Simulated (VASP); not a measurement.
A run of VASP 6.6.1:

Contents of INCAR:

```
PREC = Accurate ; ENCUT = 520
EDIFF = 1E-7 ; ISMEAR = 0
SIGMA = 0.1 ; LREAL = False
LASPH = True ; NELM = 150
ALGO = Normal ; ISIF = 2
LWAVE = False ; LCHARG = False
ISPIN = 2 ; MAGMOM = 4 0
LORBIT = 11 ; LMAXMIX = 4
GGA = PE ; NBANDS = 20
```

File KPOINTS:

```
Automatic mesh
0
Gamma
  6 6 6
```

Contents of POSCAR:

```
MnO
1.0
    0.0000000000      2.4003924349      2.4003924349
    2.4003924349      0.0000000000      2.4003924349
    2.4003924349      2.4003924349      0.0000000000
Mn O
1 1
Direct
    0.2500000000      0.2500000000      0.2500000000
    0.5000000000      0.5000000000      0.5000000000
```

Potentials or basis: VASP PAW PBE potentials, release 64 (Mn_pv, O).

Run with:

```sh
$ cat potpaw_PBE.64/Mn_pv/POTCAR potpaw_PBE.64/O/POTCAR > POTCAR
$ mpirun -np 1 vasp_std > vasp.out
```

Hardware: 1 thread of AMD EPYC 7R13, on a shared host.

Q: How long does it take, and how much memory?

A: Run time: 51 s on 1 thread of AMD EPYC 7R13, with other jobs on the host, peak memory 0.14 GiB. Counts: scf iterations 18, k points 16.
